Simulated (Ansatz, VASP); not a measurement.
One calculation of V, two programs

File INCAR:

```
SYSTEM = V
ALGO     = Normal         ! electronic algorithm
EDIFF    = 1E-6           ! SCF threshold, eV
ENCUT    = 500            ! plane-wave cutoff, eV
GGA_COMPAT= .FALSE.      
ISIF     = 2              ! what is computed and relaxed
ISMEAR   = 0              ! smearing method
ISPIN    = 2              ! spin polarisation
LASPH    = .TRUE.         ! aspherical terms in the spheres
LCHARG   = .FALSE.        ! write CHGCAR
LMAXMIX  = 4              ! l up to which the mixer works
LORBIT   = 11             ! projections on sites
LREAL    = .FALSE.        ! projectors in reciprocal space
LWAVE    = .FALSE.        ! write WAVECAR
MAGMOM   = 1 -1           ! initial moments
NBANDS   = 24             ! bands
NELM     = 200            ! most SCF steps
PREC     = Accurate       ! precision mode
SIGMA    = 0.05           ! smearing width, eV
```

File KPOINTS:

```
k-points
0
G
  20 20 10
  0 0 0
```

File POSCAR:

```
V
1.0
   -1.4628105534      1.4628105534      1.4628105534
    1.4628105534     -1.4628105534      1.4628105534
    2.9256211068      2.9256211068     -2.9256211068
V
2
Direct
    0.0000000000      0.0000000000      0.0000000000
    0.0000000000      0.0000000000      0.5000000000
```

Input for Ansatz:

```yaml
crystal:
  lattice:
    - [-1.4628105534, 1.4628105534, 1.4628105534]
    - [1.4628105534, -1.4628105534, 1.4628105534]
    - [2.9256211068, 2.9256211068, -2.9256211068]
  atoms:
    - { symbol: V, position: [0.0, 0.0, 0.0], spin: 1.0 }
    - { symbol: V, position: [0.0, 0.0, 0.5], spin: -1.0 }
basis:
  ecutwfc: 600
  ecutrho_ratio: 5
kpoints:
  mp_grid: { grid: [20, 20, 10] }
hamiltonian:
  xc: lda
scf:
  occupations: { method: gaussian, width: 0.05 }
output:
  forces: true
  stress: true
  eigenvalues: true
  populations: true
magnetization:
  spin_polarized: true
```

Alike in both runs: task single point; functional LDA; k mesh 20 × 20 × 10; occupations gaussian, width 0.05 eV; collinear spin.

```csv
,VASP,Ansatz
version,VASP 6.6.1,Ansatz 0.2.0
potentials or method,"VASP PAW LDA potentials, release 64 (V_sv), cutoff 500 eV","scalar-relativistic, plane waves, PAW"
valence electrons in the cell,26,26
```

VASP gave:

| Item | Value |
| --- | --- |
| pressure (GPa) | 0.5 |
| net moment per atom (μB) | 0.00 |

Q: Which values does Ansatz return?

A: Pressure (GPa): 0.1; net moment per atom (μB): 0.00.

LDA's correlation is that of Perdew and Zunger in VASP and of Perdew and Wang (1992) in Ansatz. Ansatz's warnings: seeded moment not kept.
